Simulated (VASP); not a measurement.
# AlIr (Pm-3m) in VASP: further runs

The runs below take AlIr through single point, relaxation of cell and atoms, with LDA.

Program: VASP 6.6.1. These are calculated values, not measurements. Logs are shortened: lines on timing, memory, paths and dates and some standing lists are left out, and cuts for length are marked.

## (1) The cell of the first run

Symmetry: Pm-3m, No. 221, cubic system. The conventional cell has a = 2.970 Å, b = 2.970 Å, c = 2.970 Å, α = 90.00°, β = 90.00°, γ = 90.00°. Within 3.4 Å of Al (site symmetry m-3m) lie 8 Ir at 2.57 Å and 6 Al at 2.97 Å. Ir (site symmetry m-3m) has 8 Al at 2.57 Å and 6 Ir at 2.97 Å within 3.4 Å.

## (2) Single point, LDA

INCAR reads:

```
PREC     = Accurate       # precision mode
ENCUT    = 520            # plane-wave cutoff, eV
EDIFF    = 1E-6           # SCF threshold, eV
ISMEAR   = -1             # smearing method
SIGMA    = 0.1            # smearing width, eV
LREAL    = F              # projectors in reciprocal space
LASPH    = T              # aspherical terms in the spheres
NELM     = 60             # most SCF steps
ALGO     = Normal         # electronic algorithm
ISIF     = 2              # what is computed and relaxed
LWAVE    = F              # write WAVECAR
LCHARG   = F              # write CHGCAR
GGA      = CA             # functional
NBANDS   = 13             # bands
```

KPOINTS reads:

```
Automatic mesh
0
Gamma
  14 14 14
```

POSCAR reads:

```
AlIr
1.0
    2.9696711202      0.0000000000      0.0000000000
    0.0000000000      2.9696711202      0.0000000000
    0.0000000000      0.0000000000      2.9696711202
Al Ir
1 1
Direct
    0.0000000000      0.0000000000      0.0000000000
    0.5000000000      0.5000000000      0.5000000000
```

Potentials or basis: VASP PAW LDA potentials, release 64 (Al, Ir).

On the command line:

```console
$ cat potpaw_LDA.64/Al/POTCAR potpaw_LDA.64/Ir/POTCAR > POTCAR
$ mpirun -np 1 vasp_std > vasp.out
```

OUTCAR:

```text
PREC = Accurate
   ENCUT = 520
   EDIFF = 1E-6
   ISMEAR = -1
   LREAL = F
   LASPH = T
   NELM = 60
   ISIF = 2
   GGA = CA

 ion  position               nearest neighbor table
   1  0.000  0.000  0.000-   2 2.57   2 2.57   2 2.57   2 2.57   2 2.57   2 2.57   2 2.57   2 2.57

   2  0.500  0.500  0.500-   1 2.57   1 2.57   1 2.57   1 2.57   1 2.57   1 2.57   1 2.57   1 2.57

  LATTYP: Found a simple cubic cell.
 ALAT       =     2.9696711202

  Lattice vectors:

 A1 = (   2.9696711202,   0.0000000000,   0.0000000000)
 A2 = (   0.0000000000,   2.9696711202,   0.0000000000)
 A3 = (   0.0000000000,   0.0000000000,   2.9696711202)

Analysis of symmetry for initial positions (statically):
=====================================================================
 Subroutine PRICEL returns:
 Original cell was already a primitive cell.

 Routine SETGRP: Setting up the symmetry group for a
 simple cubic supercell.

 Subroutine GETGRP returns: Found 48 space group operations
 (whereof 48 operations were pure point group operations)
 out of a pool of 48 trial point group operations.

The static configuration has the point symmetry O_h .

Analysis of symmetry for dynamics (positions and initial velocities):
=====================================================================
 Subroutine PRICEL returns:
 Original cell was already a primitive cell.

 Routine SETGRP: Setting up the symmetry group for a
 simple cubic supercell.

 Subroutine GETGRP returns: Found 48 space group operations
 (whereof 48 operations were pure point group operations)
 out of a pool of 48 trial point group operations.

The dynamic configuration has the point symmetry O_h .

 Subroutine INISYM returns: Found 48 space group operations
 (whereof 48 operations are pure point group operations),
 and found     1 'primitive' translations

----------------------------------------------------------------------------------------

                                     Primitive cell

  volume of cell :      26.1894

  direct lattice vectors                    reciprocal lattice vectors
     2.969671120  0.000000000  0.000000000     0.336737625  0.000000000  0.000000000
     0.000000000  2.969671120  0.000000000     0.000000000  0.336737625  0.000000000
     0.000000000  0.000000000  2.969671120     0.000000000  0.000000000  0.336737625

  length of vectors
     2.969671120  2.969671120  2.969671120     0.336737625  0.336737625  0.336737625

  position of ions in fractional coordinates (direct lattice)
     0.000000000  0.000000000  0.000000000
     0.500000000  0.500000000  0.500000000

  ion indices of the primitive-cell ions
   primitive index   ion index
                 1           1
                 2           2

----------------------------------------------------------------------------------------

 KPOINTS: Automatic mesh

Automatic generation of k-mesh.
 Grid dimensions read from file:
 generate k-points for:   14   14   14

 Generating k-lattice:

  Cartesian coordinates                     Fractional coordinates (reciprocal lattice)
     0.024052687  0.000000000  0.000000000     0.071428571  0.000000000  0.000000000
     0.000000000  0.024052687  0.000000000     0.000000000  0.071428571  0.000000000
     0.000000000  0.000000000  0.024052687     0.000000000  0.000000000  0.071428571

  Length of vectors
     0.024052687  0.024052687  0.024052687

  Shift w.r.t. Gamma in fractional coordinates (k-lattice)
     0.000000000  0.000000000  0.000000000

 Subroutine IBZKPT returns following result:
 ===========================================

 Found    120 irreducible k-points:

 Following reciprocal coordinates:
            Coordinates               Weight
  0.000000  0.000000  0.000000      1.000000
  0.071429  0.000000  0.000000      6.000000
  0.142857  0.000000  0.000000      6.000000
  0.214286  0.000000  0.000000      6.000000
  0.285714  0.000000  0.000000      6.000000
  0.357143  0.000000  0.000000      6.000000
[... 16 lines left out ...]
  0.285714  0.214286  0.000000     24.000000
  0.357143  0.214286  0.000000     24.000000
 [... further k-points ...]
   k-points           NKPTS =    120   k-points in BZ     NKDIM =    120   number of bands    NBANDS=     13
   number of dos      NEDOS =    301   number of ions     NIONS =      2
   total plane-waves  NPLWV =  13824
   dimension x,y,z NGX =    24 NGY =   24 NGZ =   24
   dimension x,y,z NGXF=    48 NGYF=   48 NGZF=   48
   ions per type =               1   1
   NGX,Y,Z   is equivalent  to a cutoff of  13.44, 13.44, 13.44 a.u.
   NGXF,Y,Z  is equivalent  to a cutoff of  26.87, 26.87, 26.87 a.u.
 SYSTEM =  unknown system
   PREC   = accura    normal or accurate (medium, high low for compatibility)
   ISTART =      0    job   : 0-new  1-cont  2-samecut
   ICHARG =      2    charge: 1-file 2-atom 10-const
   ISPIN  =      1    spin polarized calculation?
   LNONCOLLINEAR =      F non collinear calculations
   LSORBIT =      F    spin-orbit coupling
   LASPH  =      T    aspherical Exc in radial PAW
   ENCUT  =  520.0 eV  38.22 Ry    6.18 a.u.   5.52  5.52  5.52*2*pi/ulx,y,z
   NELM   =     60;   NELMIN=  2; NELMDL= -5     # of ELM steps
   EDIFF  = 0.1E-05   stopping-criterion for ELM
   LREAL  =      F    real-space projection
   EDIFFG = 0.1E-04   stopping-criterion for IOM
   NSW    =      0    number of steps for IOM
   IBRION =     -1    ionic relax: 0-MD 1-quasi-New 2-CG
   NFREE  =      0    steps in history (QN), initial steepest desc. (CG)
   ISIF   =      2    stress and relaxation
   ISYM   =      2    0-nonsym 1-usesym 2-fastsym
   POTIM  = 0.5000    time-step for ionic-motion
   TEBEG  =    0.0;   TEEND  =   0.0 temperature during run
   PSTRESS=    0.0 pullay stress
   NELECT =      12.0000    total number of electrons
   NUPDOWN=      -1.0000    fix difference up-down
   EMIN   =  10.00;   EMAX   =-10.00  energy-range for DOS
   EFERMI =   0.00;   METHOD = LEGACY
   ISMEAR =    -1;   SIGMA  =   0.10  broadening in eV -4-tet -1-fermi 0-gaus
   EFERMI_NEDOS =   21; number of points for ismear=-14 and -15
   IALGO  =     38    algorithm
   IMIX   =      4    mixing-type and parameters
     AMIX     =   0.40;   BMIX     =  1.00
     AMIX_MAG =   1.60;   BMIX_MAG =  1.00
  volume/ion in A,a.u.               =      13.09        88.37
  Fermi-wavevector in a.u.,A,eV,Ry     =   1.262099  2.385022 21.672651  1.592895
  Thomas-Fermi vector in A             =   2.395525
   LORBIT       =      0    0 simple, 1 ext, 2 COOP (PROOUT), +10 PAW based schemes
   GGA     = CA    functional components
   LHFCALC =     F    Hartree Fock is set to
   AEXX    =    0.0000 exact exchange contribution
   IVDW    =     0    specifies the selected vdW correction
   LEPSILON=     F    determine dielectric tensor
   LRPA    =     F    only Hartree local field effects (RPA)
 non-spin polarized calculation
  energy-cutoff  :      520.00
  volume of cell :       26.19
 maximum number of plane-waves:       739
 NGX is ok and might be reduce to    24
   NGX = 11   NGY = 11   NGZ = 11

 number of electron      12.0000000 magnetization

 Free energy of the ion-electron system (eV)
  ---------------------------------------------------
  ext. energy  EPLUGINS =         0.00000000
  ---------------------------------------------------
  free energy    TOTEN  =       -16.46598504 eV

  energy without entropy =      -16.44872740  energy(sigma->0) =      -16.45735622

 E-fermi :  11.0840     XC(G=0): -12.9283

 val. band max:       10.9878263518   @ k =   0.5000   0.4286   0.0714
 cond. band min:      11.0925136704   @ k =   0.4286   0.4286   0.0000
 fundamental gap:      0.1046873186
 Fermi energy:        11.0840104972

 k-point     1 :       0.0000    0.0000    0.0000
  band No.  band energies     occupation
      1      -1.3973      2.00000
      2       5.0231      2.00000
      3       5.0231      2.00000
      4       9.2471      2.00000
      5       9.2471      2.00000
      6       9.2471      2.00000
      7      15.3846      0.00000
      8      15.3846      0.00000
      9      15.3846      0.00000
     10      21.1114      0.00000
     11      21.1114      0.00000
     12      22.9000      0.00000
     13      29.6360      0.00000

 k-point     2 :       0.0714    0.0000    0.0000
  band No.  band energies     occupation
      1      -1.2919      2.00000
      2       5.0581      2.00000
      3       5.0687      2.00000
      4       9.1056      2.00000
      5       9.1056      2.00000
      6       9.2613      2.00000
      7      14.8697      0.00000
      8      15.6015      0.00000
      9      15.6015      0.00000
     10      20.8305      0.00000
     11      21.4241      0.00000
     12      23.3167      0.00000
     13      29.3171      0.00000

 k-point     3 :       0.1429    0.0000    0.0000
  band No.  band energies     occupation
      1      -0.9814      2.00000
      2       5.1584      2.00000
      3       5.1779      2.00000
      4       8.7477      2.00000
      5       8.7477      2.00000
      6       9.3012      2.00000
      7      13.7714      0.00000
      8      16.1850      0.00000
      9      16.1850      0.00000
     10      20.1214      0.00000
     11      21.8265      0.00000
     12      24.6608      0.00000
     13      28.3695      0.00000
[... 305 lines left out ...]
 k-point    23 :       0.2857    0.2143    0.0000
  band No.  band energies     occupation
      1       1.0020      2.00000
      2       5.1621      2.00000
      3       6.0188      2.00000
      4       7.1516      2.00000
      5       8.0121      2.00000
      6       8.5837      2.00000
      7      12.6221      0.00000
      8      14.8358      0.00000
      9      18.9732      0.00000
     10      19.4596      0.00000
     11      23.5040      0.00000
     12      24.8559      0.00000
     13      25.1853      0.00000

 k-point    24 :       0.3571    0.2143    0.0000
  band No.  band energies     occupation
      1       1.7230      2.00000
      2       4.6985      2.00000
      3       6.1846      2.00000
      4       7.2309      2.00000
      5       7.6947      2.00000
      6       8.6456      2.00000
      7      11.8830      0.00068
      8      15.5253      0.00000
      9      18.4149      0.00000
     10      20.3585      0.00000
     11      22.2786      0.00000
     12      23.9207      0.00000
     13      25.8416      0.00000

 [... further k-points ...]
[... 5 lines left out ...]
  --------------------------------------------------------------------------------------
  -------------------------------------------------------------------------------------
  Total        0.2056375      0.2056375      0.2056375      0.0000000      0.0000000     -0.0000000
  in kB       12.5802103     12.5802103     12.5802103      0.0000000      0.0000000     -0.0000000
  external PRESSURE =      12.5802103 kB  Pullay stress =       0.0000000 kB

 VOLUME and BASIS-vectors are now :
 -----------------------------------------------------------------------------
  energy-cutoff  :      520.00
  volume of cell :       26.19
      direct lattice vectors                 reciprocal lattice vectors
     2.969671120  0.000000000  0.000000000     0.336737625  0.000000000  0.000000000
     0.000000000  2.969671120  0.000000000     0.000000000  0.336737625  0.000000000
     0.000000000  0.000000000  2.969671120     0.000000000  0.000000000  0.336737625

 POSITION                                       TOTAL-FORCE (eV/Angst)
 -----------------------------------------------------------------------------------
      0.00000      0.00000      0.00000         0.000000      0.000000      0.000000
      1.48484      1.48484      1.48484         0.000000      0.000000      0.000000
 -----------------------------------------------------------------------------------
    total drift:                                0.000000     -0.000000     -0.000000

  FREE ENERGIE OF THE ION-ELECTRON SYSTEM (eV)
  ---------------------------------------------------
  free  energy   TOTEN  =       -16.4659850416 eV

  energy  without entropy=      -16.4487273957  energy(sigma->0) =      -16.45735622
```

Run time: 16 s. Hardware: 1 thread of Intel Xeon Platinum 8488C (Sapphire Rapids), shared host; peak memory 0.16 GiB.

Results:

```
Free energy            : -16.4660 eV
Pressure               : 1.3 GPa
Band gap on the k mesh : zero (band 6 reaches 12.36 eV, above the bottom of band 7 at 10.83 eV)
```

Caveat: spin-orbit coupling is left out, which moves the levels of the heavy elements.

## (3) Relaxation of cell and atoms, LDA

This run uses another cell than the first one, of 13.37 Å³/atom, 1.021 times its volume.

INCAR reads:

```
SYSTEM = AlIr
PREC     = Accurate       ! precision mode
ENCUT    = 600            ! plane-wave cutoff, eV
EDIFF    = 1E-7           ! SCF threshold, eV
ISMEAR   = -1             ! smearing method
SIGMA    = 0.1            ! smearing width, eV
LREAL    = .False.        ! projectors in reciprocal space
LASPH    = .True.         ! aspherical terms in the spheres
NELM     = 100            ! most SCF steps
ALGO     = Normal         ! electronic algorithm
ISIF     = 3              ! what is computed and relaxed
LWAVE    = .False.        ! write WAVECAR
LCHARG   = .False.        ! write CHGCAR
GGA      = CA             ! functional
IBRION   = 2              ! ionic algorithm
NSW      = 60             ! ionic steps
EDIFFG   = -0.03          ! ionic threshold
```

KPOINTS reads:

```
regular mesh
0
Gamma
  14 14 14
  0 0 0
```

POSCAR reads:

```
AlIr
1.0
    2.9900000000      0.0000000000      0.0000000000
    0.0000000000      2.9900000000      0.0000000000
    0.0000000000      0.0000000000      2.9900000000
Al Ir
1 1
Direct
    0.0000000000      0.0000000000      0.0000000000
    0.5000000000      0.5000000000      0.5000000000
```

Potentials or basis: VASP PAW LDA potentials, release 64 (Al, Ir).

On the command line:

```console
$ cat potpaw_LDA.64/Al/POTCAR potpaw_LDA.64/Ir/POTCAR > POTCAR
$ mpirun -np 1 vasp_std > vasp.out
```

It took 28 s on 1 thread of Intel Xeon Platinum 8488C (Sapphire Rapids), shared host; peak memory 0.17 GiB.

Results (log left out):

```yaml
Free_energy: -16.4667 eV
Relaxed_volume: 13.16 Å³/atom
Relaxed_cell: a = 2.975 Å, b = 2.975 Å, c = 2.975 Å, α = 90.00°, β = 90.00°, γ = 90.00°
Space_group_after_relaxing_to_0.05_Å: Pm-3m (No. 221)
Energy_gained_by_relaxing: 2.5 meV/atom
Ionic_steps: 3
Pressure_after_relaxing: 0.0 GPa
Band_gap_on_the_k_mesh: zero (band 6 reaches 12.27 eV, above the bottom of band 7 at 10.74 eV)
```

Step by step:
| step | energy change (eV) | largest force (eV/Å) | pressure (GPa) | volume (Å³) |
| --- | --- | --- | --- | --- |
| 1 | 0.0000 | 0.0000 | -3.87 | 26.73 |
| 2 | 0.0168 | 0.0000 | 8.79 | 25.50 |
| 3 | -0.0051 | 0.0000 | -0.05 | 26.32 |

Final structure:
```
CELL_PARAMETERS angstrom
2.97474 0.00000 0.00000
0.00000 2.97474 0.00000
0.00000 0.00000 2.97474
ATOMIC_POSITIONS crystal
Al 0.00000 0.00000 0.00000
Ir 0.50000 0.50000 0.50000
```

Levels at points of the mesh, in eV from the Fermi level:
```tsv
k point	band 3	band 4	band 5	band 6	band 7	band 8	band 9	band 10
(0.00, 0.00, 0.00)	-6.01	-1.82	-1.82	-1.82	4.29	4.29	4.29	10.01
(0.50, 0.00, 0.00)	-5.21	-3.81	-3.81	-1.53	0.27	5.96	9.21	9.21
(0.50, 0.50, 0.00)	-3.35	-3.35	-3.27	-3.27	-0.26	2.31	5.28	9.07
(0.50, 0.50, 0.50)	-6.91	-0.14	-0.14	1.04	2.05	2.05	2.05	6.72
```

Caveat: spin-orbit coupling is left out, which moves the levels of the heavy elements.

## (4) Single point, LDA

INCAR reads:

```
PREC     = Accurate       # precision mode
ENCUT    = 500            # plane-wave cutoff, eV
EDIFF    = 1E-6           # SCF threshold, eV
ISMEAR   = -1             # smearing method
SIGMA    = 0.1            # smearing width, eV
LREAL    = F              # projectors in reciprocal space
LASPH    = T              # aspherical terms in the spheres
NELM     = 120            # most SCF steps
ALGO     = Normal         # electronic algorithm
ISIF     = 2              # what is computed and relaxed
LWAVE    = F              # write WAVECAR
LCHARG   = F              # write CHGCAR
GGA      = CA             # functional
NBANDS   = 17             # bands
GGA_COMPAT= F
```

KPOINTS reads:

```
Automatic mesh
0
Gamma
  14 14 14
```

POSCAR reads:

```
AlIr
1.0
    2.9696711202      0.0000000000      0.0000000000
    0.0000000000      2.9696711202      0.0000000000
    0.0000000000      0.0000000000      2.9696711202
Al Ir
1 1
Direct
    0.0000000000      0.0000000000      0.0000000000
    0.5000000000      0.5000000000      0.5000000000
```

Potentials or basis: VASP PAW LDA potentials, release 64 (Al, Ir_sv_GW).

On the command line:

```console
$ cat potpaw_LDA.64/Al/POTCAR potpaw_LDA.64/Ir_sv_GW/POTCAR > POTCAR
$ mpirun -np 1 vasp_std > vasp.out
```

It took 24 s on 1 thread of Intel Xeon Platinum 8375C at 2.90GHz (Ice Lake), shared host; peak memory 0.17 GiB.

The run converged. Its results:

* Free energy: -17.0137 eV
* Pressure: -0.9 GPa
* Band gap on the k mesh: zero (band 10 reaches 13.64 eV, above the bottom of band 11 at 12.10 eV)

Levels at points of the mesh, in eV from the Fermi level:
| k point | band 6 | band 7 | band 8 | band 9 | band 10 | band 11 | band 12 | band 13 | band 14 | band 15 |
| --- | --- | --- | --- | --- | --- | --- | --- | --- | --- | --- |
| (0.00, 0.00, 0.00) | -6.06 | -6.06 | -1.84 | -1.84 | -1.84 | 4.27 | 4.27 | 4.27 | 10.03 | 10.03 |
| (0.50, 0.00, 0.00) | -7.37 | -5.25 | -3.84 | -3.84 | -1.54 | 0.27 | 5.83 | 9.15 | 9.15 | 11.51 |
| (0.50, 0.50, 0.00) | -5.91 | -3.38 | -3.38 | -3.28 | -3.28 | -0.26 | 2.34 | 5.32 | 8.98 | 12.65 |
| (0.50, 0.50, 0.50) | -6.96 | -6.96 | -0.15 | -0.15 | 1.00 | 2.05 | 2.05 | 2.05 | 6.79 | 7.86 |

Caveat: spin-orbit coupling is left out, which moves the levels of the heavy elements.

## (5) The runs side by side

| task | potentials or basis | cell | cutoff (eV) | second run | gap on the mesh (eV) | pressure (GPa) |
| --- | --- | --- | --- | --- | --- | --- |
| single point | VASP PAW LDA potentials, release 64 (Al, Ir) | a = 2.970 Å, 2 atoms | 520 | - | none | 1.3 |
| relaxation of cell and atoms | VASP PAW LDA potentials, release 64 (Al, Ir) | relaxed from a = 2.990 Å, 2 atoms | 600 | - | none | 0.0 |
| single point | VASP PAW LDA potentials, release 64 (Al, Ir_sv_GW) | a = 2.970 Å, 2 atoms | 500 | valence_matched | none | -0.9 |

Alike in all rows: level LDA; no spin polarisation; k mesh 14 × 14 × 14; smearing fermi-dirac 0.1 eV.

Caveats: spin-orbit coupling is left out, which moves the levels of the heavy elements.

Absolute energies hang on the potentials; compare differences alone.
